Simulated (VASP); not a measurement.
# Rh (P6_3/mmc) in VASP: a series of runs

The runs below take Rh through single point, with PBEsol.

Everything below comes from runs of VASP 6.6.1. Logs are shortened: lines on timing, memory, paths and dates and some standing lists are left out, and cuts for length are marked.

### Step 1. The cell of the first run

The structure is hexagonal, space group P6_3/mmc (No. 194). The conventional cell has a = 2.632 Å, b = 2.632 Å, c = 4.245 Å, α = 90.00°, β = 90.00°, γ = 120.00°. Within 3.4 Å of Rh (site symmetry -6m2) lie 12 Rh at 2.61 to 2.63 Å.

### Step 2. Single point, PBEsol (volume scaled by 0.94, then relaxed in part)

The input, INCAR:

```
SYSTEM = Rh
PREC = Accurate
ENCUT = 520
EDIFF = 1E-6
ISMEAR = 0
SIGMA = 0.1
LREAL = .FALSE.
LASPH = .TRUE.
NELM = 60
ALGO = Normal
ISIF = 2
LWAVE = .FALSE.
LCHARG = .TRUE.
GGA = PS
LELF = .TRUE.
LVHAR = .TRUE.
NBANDS = 22
```

The input, KPOINTS:

```
Automatic mesh
0
G
  18 18 10
  0 0 0
```

The input, POSCAR:

```
Rh
1.0
    2.6323824588      0.0000000000      0.0000000000
   -1.3161912294      2.2797100818      0.0000000000
    0.0000000000      0.0000000000      4.2453729214
Rh
2
Direct
    0.6666666667      0.3333333333      0.7500000000
    0.3333333333      0.6666666667      0.2500000000
```

Potentials or basis: VASP PAW PBE potentials, release 64 (Rh_pv).

The run is started by

```
> cat potpaw_PBE.64/Rh_pv/POTCAR > POTCAR
> mpirun -np 1 vasp_std > vasp.out
```

OUTCAR:

```text
SYSTEM = Rh
   PREC = Accurate
   ENCUT = 520
   EDIFF = 1E-6
   ISMEAR = 0
   LREAL = .FALSE.
   LASPH = .TRUE.
   NELM = 60
   ISIF = 2
   GGA = PS

 ion  position               nearest neighbor table
   1  0.667  0.333  0.750-   2 2.61   2 2.61   2 2.61   2 2.61   2 2.61   2 2.61
   2  0.333  0.667  0.250-   1 2.61   1 2.61   1 2.61   1 2.61   1 2.61   1 2.61

  LATTYP: Found a hexagonal cell.
 ALAT       =     2.6323824588
 C/A-ratio  =     1.6127492824

  Lattice vectors:

 A1 = (   2.6323824588,   0.0000000000,   0.0000000000)
 A2 = (  -1.3161912294,   2.2797100818,   0.0000000000)
 A3 = (   0.0000000000,   0.0000000000,   4.2453729214)

Analysis of symmetry for initial positions (statically):
=====================================================================
 Subroutine PRICEL returns:
 Original cell was already a primitive cell.

 Routine SETGRP: Setting up the symmetry group for a
 hexagonal supercell.

 Subroutine GETGRP returns: Found 24 space group operations
 (whereof 12 operations were pure point group operations)
 out of a pool of 24 trial point group operations.

The static configuration has the point symmetry D_3d.
 The point group associated with its full space group is D_6h.

Analysis of symmetry for dynamics (positions and initial velocities):
=====================================================================
 Subroutine PRICEL returns:
 Original cell was already a primitive cell.

 Routine SETGRP: Setting up the symmetry group for a
 hexagonal supercell.

 Subroutine GETGRP returns: Found 24 space group operations
 (whereof 12 operations were pure point group operations)
 out of a pool of 24 trial point group operations.

The dynamic configuration has the point symmetry D_3d.
 The point group associated with its full space group is D_6h.

 Subroutine INISYM returns: Found 24 space group operations
 (whereof 12 operations are pure point group operations),
 and found     1 'primitive' translations

----------------------------------------------------------------------------------------

                                     Primitive cell

  volume of cell :      25.4768

  direct lattice vectors                    reciprocal lattice vectors
     2.632382459  0.000000000  0.000000000     0.379884008  0.219326134  0.000000000
    -1.316191229  2.279710082  0.000000000     0.000000000  0.438652269  0.000000000
     0.000000000  0.000000000  4.245372921     0.000000000  0.000000000  0.235550567

  length of vectors
     2.632382459  2.632382459  4.245372921     0.438652269  0.438652269  0.235550567

  position of ions in fractional coordinates (direct lattice)
     0.666666667  0.333333333  0.750000000
     0.333333333  0.666666667  0.250000000

  ion indices of the primitive-cell ions
   primitive index   ion index
                 1           1
                 2           2

----------------------------------------------------------------------------------------

 KPOINTS: Automatic mesh

Automatic generation of k-mesh.
 Grid dimensions read from file:
 generate k-points for:   18   18   10

 Generating k-lattice:

  Cartesian coordinates                     Fractional coordinates (reciprocal lattice)
     0.021104667  0.012184785  0.000000000     0.055555556  0.000000000  0.000000000
     0.000000000  0.024369570  0.000000000     0.000000000  0.055555556  0.000000000
     0.000000000  0.000000000  0.023555057     0.000000000  0.000000000  0.100000000

  Length of vectors
     0.024369570  0.024369570  0.023555057

  Shift w.r.t. Gamma in fractional coordinates (k-lattice)
     0.000000000  0.000000000  0.000000000

 Subroutine IBZKPT returns following result:
 ===========================================

 Found    222 irreducible k-points:

 Following reciprocal coordinates:
            Coordinates               Weight
  0.000000  0.000000  0.000000      1.000000
  0.055556 -0.000000  0.000000      6.000000
  0.111111 -0.000000  0.000000      6.000000
  0.166667 -0.000000  0.000000      6.000000
  0.222222 -0.000000  0.000000      6.000000
  0.277778 -0.000000  0.000000      6.000000
[... 16 lines left out ...]
  0.333333  0.111111  0.000000     12.000000
  0.388889  0.111111  0.000000     12.000000
 [... further k-points ...]
   k-points           NKPTS =    222   k-points in BZ     NKDIM =    222   number of bands    NBANDS=     22
   number of dos      NEDOS =    301   number of ions     NIONS =      2
   total plane-waves  NPLWV =  12800
   dimension x,y,z NGX =    20 NGY =   20 NGZ =   32
   dimension x,y,z NGXF=    40 NGYF=   40 NGZF=   64
   ions per type =               2
   NGX,Y,Z   is equivalent  to a cutoff of  12.63, 12.63, 12.53 a.u.
   NGXF,Y,Z  is equivalent  to a cutoff of  25.26, 25.26, 25.06 a.u.
 SYSTEM =  Rh
   PREC   = accura    normal or accurate (medium, high low for compatibility)
   ISTART =      0    job   : 0-new  1-cont  2-samecut
   ICHARG =      2    charge: 1-file 2-atom 10-const
   ISPIN  =      1    spin polarized calculation?
   LNONCOLLINEAR =      F non collinear calculations
   LSORBIT =      F    spin-orbit coupling
   LASPH  =      T    aspherical Exc in radial PAW
   ENCUT  =  520.0 eV  38.22 Ry    6.18 a.u.   4.89  4.89  7.89*2*pi/ulx,y,z
   NELM   =     60;   NELMIN=  2; NELMDL= -5     # of ELM steps
   EDIFF  = 0.1E-05   stopping-criterion for ELM
   LREAL  =      F    real-space projection
   EDIFFG = 0.1E-04   stopping-criterion for IOM
   NSW    =      0    number of steps for IOM
   IBRION =     -1    ionic relax: 0-MD 1-quasi-New 2-CG
   NFREE  =      0    steps in history (QN), initial steepest desc. (CG)
   ISIF   =      2    stress and relaxation
   ISYM   =      2    0-nonsym 1-usesym 2-fastsym
   POTIM  = 0.5000    time-step for ionic-motion
   TEBEG  =    0.0;   TEEND  =   0.0 temperature during run
   PSTRESS=    0.0 pullay stress
   NELECT =      30.0000    total number of electrons
   NUPDOWN=      -1.0000    fix difference up-down
   EMIN   =  10.00;   EMAX   =-10.00  energy-range for DOS
   EFERMI =   0.00;   METHOD = LEGACY
   ISMEAR =     0;   SIGMA  =   0.10  broadening in eV -4-tet -1-fermi 0-gaus
   EFERMI_NEDOS =   21; number of points for ismear=-14 and -15
   IALGO  =     38    algorithm
   IMIX   =      4    mixing-type and parameters
     AMIX     =   0.40;   BMIX     =  1.00
     AMIX_MAG =   1.60;   BMIX_MAG =  1.00
  volume/ion in A,a.u.               =      12.74        85.96
  Fermi-wavevector in a.u.,A,eV,Ry     =   1.728756  3.266876 40.662347  2.988598
  Thomas-Fermi vector in A             =   2.803631
   LORBIT       =      0    0 simple, 1 ext, 2 COOP (PROOUT), +10 PAW based schemes
   GGA     = PS    functional components
   LHFCALC =     F    Hartree Fock is set to
   AEXX    =    0.0000 exact exchange contribution
   IVDW    =     0    specifies the selected vdW correction
   LEPSILON=     F    determine dielectric tensor
   LRPA    =     F    only Hartree local field effects (RPA)
 non-spin polarized calculation
 Gauss-broadening in eV      SIGMA  =   0.10
  energy-cutoff  :      520.00
  volume of cell :       25.48
 maximum number of plane-waves:       705
 NGX is ok and might be reduce to    20
   NGX =  9   NGY =  9   NGZ = 15

 number of electron      29.9999993 magnetization

 Free energy of the ion-electron system (eV)
  ---------------------------------------------------
  ext. energy  EPLUGINS =         0.00000000
  ---------------------------------------------------
  free energy    TOTEN  =       -16.10271011 eV

  energy without entropy =      -16.08856720  energy(sigma->0) =      -16.09563866

 E-fermi :  13.3375     XC(G=0): -14.7138

 val. band max:       13.3315347416   @ k =   0.3889   0.1667   0.0000
 cond. band min:      13.3453101189   @ k =   0.3889   0.1667   0.2000
 fundamental gap:      0.0137753773
 Fermi energy:        13.3375048196

 k-point     1 :       0.0000    0.0000    0.0000
  band No.  band energies     occupation
      1     -34.2292      2.00000
      2     -33.3661      2.00000
      3     -33.3661      2.00000
      4     -33.2437      2.00000
      5     -33.2263      2.00000
      6     -33.2263      2.00000
[... 14 lines left out ...]
     21      31.4584      0.00000
     22      32.1917      0.00000

 k-point     2 :       0.0556   -0.0000    0.0000
  band No.  band energies     occupation
      1     -34.2198      2.00000
      2     -33.3875      2.00000
      3     -33.3731      2.00000
      4     -33.2486      2.00000
      5     -33.2476      2.00000
      6     -33.2296      2.00000
[... 14 lines left out ...]
     21      31.5986      0.00000
     22      32.3434      0.00000

 k-point     3 :       0.1111   -0.0000    0.0000
  band No.  band energies     occupation
      1     -34.1921      2.00000
      2     -33.4492      2.00000
      3     -33.3930      2.00000
      4     -33.3122      2.00000
      5     -33.2594      2.00000
      6     -33.2391      2.00000
[... 14 lines left out ...]
     21      31.9687      0.00000
     22      32.6045      0.00000

 k-point     4 :       0.1667   -0.0000    0.0000
  band No.  band energies     occupation
      1     -34.1479      2.00000
      2     -33.5437      2.00000
      3     -33.4227      2.00000
      4     -33.4081      2.00000
      5     -33.2792      2.00000
      6     -33.2543      2.00000
[... 14 lines left out ...]
     21      32.2195      0.00000
     22      32.5025      0.00000

 k-point     5 :       0.2222   -0.0000    0.0000
  band No.  band energies     occupation
      1     -34.0900      2.00000
      2     -33.6596      2.00000
      3     -33.5232      2.00000
      4     -33.4582      2.00000
      5     -33.3071      2.00000
      6     -33.2737      2.00000
[... 417 lines left out ...]
 k-point    22 :       0.2778    0.1111    0.0000
  band No.  band energies     occupation
      1     -33.9294      2.00000
      2     -33.8866      2.00000
      3     -33.7746      2.00000
      4     -33.5486      2.00000
      5     -33.3973      2.00000
      6     -33.3635      2.00000
[... 14 lines left out ...]
     21      27.3153      0.00000
     22      29.5647      0.00000

 k-point    23 :       0.3333    0.1111    0.0000
  band No.  band energies     occupation
      1     -33.9740      2.00000
      2     -33.8607      2.00000
      3     -33.8381      2.00000
      4     -33.5900      2.00000
      5     -33.4429      2.00000
      6     -33.3846      2.00000
[... 14 lines left out ...]
     21      26.3157      0.00000
     22      28.9080      0.00000

 k-point    24 :       0.3889    0.1111    0.0000
  band No.  band energies     occupation
      1     -34.0308      2.00000
      2     -33.8794      2.00000
      3     -33.8052      2.00000
      4     -33.6167      2.00000
      5     -33.4832      2.00000
      6     -33.3983      2.00000
[... 14 lines left out ...]
     21      25.6093      0.00000
     22      28.4008      0.00000

 [... further k-points ...]

------------------------ aborting loop because EDIFF is reached ----------------------------------------

  FORCE on cell =-STRESS in cart. coord.  units (eV):
  Direction    XX          YY          ZZ          XY          YZ          ZX
  --------------------------------------------------------------------------------------
  -------------------------------------------------------------------------------------
  Total        3.3505097      3.3505097      3.3530926      0.0000000     -0.0000000      0.0000000
  in kB      210.7060530    210.7060530    210.8684848      0.0000000     -0.0000000      0.0000000
  external PRESSURE =     210.7601969 kB  Pullay stress =       0.0000000 kB

 VOLUME and BASIS-vectors are now :
 -----------------------------------------------------------------------------
  energy-cutoff  :      520.00
  volume of cell :       25.48
      direct lattice vectors                 reciprocal lattice vectors
     2.632382459  0.000000000  0.000000000     0.379884008  0.219326134  0.000000000
    -1.316191229  2.279710082  0.000000000     0.000000000  0.438652269  0.000000000
     0.000000000  0.000000000  4.245372921     0.000000000  0.000000000  0.235550567

 POSITION                                       TOTAL-FORCE (eV/Angst)
 -----------------------------------------------------------------------------------
      1.31619      0.75990      3.18403        -0.000000      0.000000      0.000000
     -0.00000      1.51981      1.06134         0.000000     -0.000000      0.000000
 -----------------------------------------------------------------------------------
    total drift:                               -0.000000      0.000000     -0.000000

  FREE ENERGIE OF THE ION-ELECTRON SYSTEM (eV)
  ---------------------------------------------------
  free  energy   TOTEN  =       -16.1027101130 eV

  energy  without entropy=      -16.0885672014  energy(sigma->0) =      -16.09563866
```

Run time: 36 s. Hardware: 1 thread of Intel Xeon 6975P-C (Granite Rapids), shared host; peak memory 0.21 GiB.

Results:

```yaml
Free_energy: -16.1027 eV
Pressure: 21.1 GPa
Band_gap_on_the_k_mesh: zero (band 15 reaches 14.07 eV, above the bottom of band 16 at 11.30 eV)
```

Caveat: the PAW data sets were made with another functional, which shifts forces and pressure a little.

### Step 3. Single point, PBEsol (uniaxial strain along c: -6.0 %)

The input, INCAR:

```
PREC     = Accurate       # precision mode
ENCUT    = 520            # plane-wave cutoff, eV
EDIFF    = 1E-6           # SCF threshold, eV
ISMEAR   = 0              # smearing method
SIGMA    = 0.1            # smearing width, eV
LREAL    = False          # projectors in reciprocal space
LASPH    = True           # aspherical terms in the spheres
NELM     = 100            # most SCF steps
ALGO     = Fast           # electronic algorithm
ISIF     = 2              # what is computed and relaxed
LWAVE    = False          # write WAVECAR
LCHARG   = True           # write CHGCAR
GGA      = PS             # functional
LELF     = True           # ELF
LVHAR    = True         
NBANDS   = 22             # bands
```

The input, KPOINTS:

```
regular mesh
0
Gamma
  24 24 12
```

The input, POSCAR:

```
Rh
1.0
    2.7290671263      0.0000000000      0.0000000000
   -1.3645335631      2.3634414600      0.0000000000
    0.0000000000      0.0000000000      4.0692790291
Rh
2
Direct
    0.6666666488      0.3333333512      0.7500000000
    0.3333333512      0.6666666488      0.2500000000
```

Potentials or basis: VASP PAW PBE potentials, release 64 (Rh_pv).

The run is started by

```
> cat potpaw_PBE.64/Rh_pv/POTCAR > POTCAR
> mpirun -np 1 vasp_std > vasp.out
```

OUTCAR:

```text
PREC = Accurate
   ENCUT = 520
   EDIFF = 1E-6
   ISMEAR = 0
   LREAL = False
   LASPH = True
   NELM = 100
   ISIF = 2
   GGA = PS

 ion  position               nearest neighbor table
   1  0.667  0.333  0.750-   2 2.57   2 2.57   2 2.57   2 2.57   2 2.57   2 2.57
   2  0.333  0.667  0.250-   1 2.57   1 2.57   1 2.57   1 2.57   1 2.57   1 2.57

  LATTYP: Found a hexagonal cell.
 ALAT       =     2.7290671263
 C/A-ratio  =     1.4910879215

  Lattice vectors:

[... 789 lines left out ...]

------------------------ aborting loop because EDIFF is reached ----------------------------------------

  FORCE on cell =-STRESS in cart. coord.  units (eV):
  Direction    XX          YY          ZZ          XY          YZ          ZX
  --------------------------------------------------------------------------------------
  -------------------------------------------------------------------------------------
  Total        0.7315088      0.7315088      4.7892516      0.0000000      0.0000000      0.0000000
  in kB       44.6533040     44.6533040    292.3490582      0.0000000      0.0000000      0.0000000
  external PRESSURE =     127.2185554 kB  Pullay stress =       0.0000000 kB

 VOLUME and BASIS-vectors are now :
 -----------------------------------------------------------------------------
  energy-cutoff  :      520.00
  volume of cell :       26.25
      direct lattice vectors                 reciprocal lattice vectors
     2.729067126  0.000000000  0.000000000     0.366425578  0.211555906  0.000000000
    -1.364533563  2.363441460  0.000000000     0.000000000  0.423111813  0.000000000
     0.000000000  0.000000000  4.069279029     0.000000000  0.000000000  0.245743777

 POSITION                                       TOTAL-FORCE (eV/Angst)
 -----------------------------------------------------------------------------------
      1.36453      0.78781      3.05196         0.000000      0.000000      0.000000
      0.00000      1.57563      1.01732        -0.000000     -0.000000      0.000000
 -----------------------------------------------------------------------------------
    total drift:                               -0.000026      0.000015     -0.000002

  FREE ENERGIE OF THE ION-ELECTRON SYSTEM (eV)
  ---------------------------------------------------
  free  energy   TOTEN  =       -16.0633713684 eV

  energy  without entropy=      -16.0471417504  energy(sigma->0) =      -16.05525656
```

OSZICAR:

```text
N       E                     dE             d eps       ncg     rms          rms(c)
DAV:   1     0.328951488048E+03    0.32895E+03   -0.18914E+04 18828   0.160E+03
DAV:   2    -0.978660589365E+01   -0.33874E+03   -0.32656E+03 19616   0.480E+02
DAV:   3    -0.171915724197E+02   -0.74050E+01   -0.73619E+01 21902   0.797E+01
DAV:   4    -0.172400698965E+02   -0.48497E-01   -0.48492E-01 21134   0.650E+00
DAV:   5    -0.172408136687E+02   -0.74377E-03   -0.74377E-03 22076   0.826E-01    0.180E+01
RMM:   6    -0.161208216140E+02    0.11200E+01   -0.23479E+00 19285   0.131E+01    0.633E+00
RMM:   7    -0.160721384165E+02    0.48683E-01   -0.14038E-01 19796   0.309E+00    0.241E+00
RMM:   8    -0.160646011971E+02    0.75372E-02   -0.28466E-02 20636   0.167E+00    0.523E-01
RMM:   9    -0.160633225159E+02    0.12787E-02   -0.35858E-03 22190   0.580E-01    0.305E-02
RMM:  10    -0.160633686202E+02   -0.46104E-04   -0.39703E-04 22637   0.210E-01    0.137E-02
RMM:  11    -0.160633717436E+02   -0.31235E-05   -0.43941E-05 25401   0.610E-02    0.642E-03
RMM:  12    -0.160633713684E+02    0.37521E-06   -0.91143E-06 21921   0.286E-02
   1 F= -.16063371E+02 E0= -.16055257E+02  d E =-.162296E-01
```

stdout:

```text
POSCAR found type information on POSCAR Rh
 POSCAR found :  1 types and       2 ions
 scaLAPACK will be used
 -----------------------------------------------------------------------------
|                                                                             |
|                                                                             |
|     You enforced a specific xc type in the INCAR file but a different       |
|     I HOPE YOU KNOW WHAT YOU ARE DOING!                                     |
|                                                                             |
 -----------------------------------------------------------------------------

 LDA part: xc-table for (Slater+PW92), standard interpolation
 POSCAR, INCAR and KPOINTS ok, starting setup
 FFT: planning ... GRIDC
 FFT: planning ... GRID_SOFT
 FFT: planning ... GRID
 WAVECAR not read
 entering main loop
```

It took 84 s on 1 thread of Intel Xeon 6975P-C (Granite Rapids), shared host; peak memory 0.28 GiB.

Results:

| Item | Value |
| --- | --- |
| Free energy | -16.0634 eV |
| Pressure | 12.7 GPa |
| Band gap on the k mesh | zero (band 15 reaches 13.30 eV, above the bottom of band 16 at 11.00 eV) |

Stress tensor (GPa, compression positive):
```
 4.47  0.00  0.00
 0.00  4.47  0.00
 0.00  0.00 29.23
```

Caveat: the cell differs from its parent crystal (uniaxial strain along c: -6.0 %); the PAW data sets were made with another functional, which shifts forces and pressure a little.

(Continued in part 2 of 2.)
